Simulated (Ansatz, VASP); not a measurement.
## MgO: VASP beside Ansatz

Contents of INCAR:

```
PREC = Accurate
ENCUT = 520
EDIFF = 1E-6
ISMEAR = -1
SIGMA = 0.02
LREAL = F
LASPH = T
NELM = 100
ALGO = Normal
ISIF = 2
LWAVE = F
LCHARG = F
GGA = PE
NBANDS = 11
```

File KPOINTS:

```
Automatic mesh
0
Gamma
  10 10 10
```

Contents of POSCAR:

```
MgO
1.0
   -0.0139794133      2.1021674168      2.1021674168
    2.1021674168     -0.0139794133      2.1021674168
    2.0881880035      2.0881880035      0.0000000000
Mg O
1 1
Direct
    0.0000000000      0.0000000000      0.0000000000
    0.5000000000      0.5000000000      0.5000000000
```

Input for Ansatz:

```yaml
crystal:
  lattice:
    - [-0.0139794133, 2.1021674168, 2.1021674168]
    - [2.1021674168, -0.0139794133, 2.1021674168]
    - [2.0881880035, 2.0881880035, 0.0]
  atoms:
    - { symbol: Mg, position: [0.0, 0.0, 0.0] }
    - { symbol: O, position: [0.5, 0.5, 0.5] }
kpoints:
  mp_grid: { grid: [10, 10, 10] }
  band_path:
    path:
      - [0.0, 0.0, 0.0]
      - [0.5, 0.0, 0.5]
      - [0.625, 0.25, 0.625]
      - [0.375, 0.375, 0.75]
      - [0.5, 0.5, 0.5]
      - [0.5, 0.25, 0.75]
    npoints: 1
hamiltonian:
  xc: pbe
scf:
  occupations: { method: fermi_dirac, width: 0.02 }
  n_extra_bands: 4
output:
  forces: true
  stress: true
  eigenvalues: true
```

Change from the starting cell: shear_xy strain -1.3%.

Alike in both runs: task single point; functional PBE; k mesh 10 × 10 × 10; occupations fermi-dirac, width 0.02 eV; no spin polarisation.

|  | VASP | Ansatz |
| --- | --- | --- |
| version | VASP 6.6.1 | Ansatz 0.2.0 |
| potentials or method | VASP PAW PBE potentials, release 64 (Mg, O) | plane waves, PAW |
| plane-wave cutoff (eV) | 520 | 420 |
| valence electrons in the cell | 8 | 16 |

Ansatz gave:

```
gap on the k mesh at the Fermi level (eV)                     : 4.74
pressure (GPa)                                                : 5.6
traceless stress, the component that is largest in VASP (GPa) : 1.96
```

**Question.** What did VASP give for the same quantities?

**Answer.** gap on the k mesh at the Fermi level (eV): 4.73; pressure (GPa): 4.9; traceless stress, the component that is largest in VASP (GPa): 1.97.

VASP's potentials hold 8 valence electrons a cell and Ansatz's 16, so a difference there can come from the potentials and not from the codes.
